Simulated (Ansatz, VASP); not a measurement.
# One calculation of SnO, two programs

```xyz
4
Lattice="3.7704 0.0000 0.0000 0.0000 3.7704 0.0707 0.0000 0.0856 4.5634" Properties=species:S:1:pos:R:3 pbc="T T T"
Sn    0.0000    1.9069    1.1911
Sn    1.8852    0.0639    3.4077
O     0.0000    0.0000    0.0000
O     1.8852    1.8852    0.0353
```

Change from the starting cell: strain +0.0375 x Voigt [0, 0, 0, 1, 0, 0], atoms carried along.

Alike in both runs: task single point; functional PBEsol; dispersion D3(BJ); k mesh 12 × 12 × 10; occupations gaussian, width 0.15 eV; no spin polarisation.

```csv
,VASP,Ansatz
version,VASP 6.6.1,Ansatz 0.2.0
potentials or method,"VASP PAW PBE potentials, release 64 (Sn_d, O), cutoff 600 eV","scalar-relativistic, plane waves, PAW"
valence electrons in the cell,40,40
```

|  | VASP | Ansatz | Ansatz less VASP |
| --- | --- | --- | --- |
| gap on the k mesh at the Fermi level (eV) | none | none | - |
| pressure (GPa) | 0.4 | 0.2 | -0.22 |
| traceless stress, the component that is largest in VASP (GPa) | -2.43 | -2.38 | +0.050 |
| rms of the force components (eV/Å) | 0.121 | 0.107 | -0.0142 |

VASP's potentials were made for PBE, not for PBEsol. Atom by atom the forces differ by 0.035 eV/Å (rms over components). A gap of «none» marks a metal or a gap that the smearing closes.
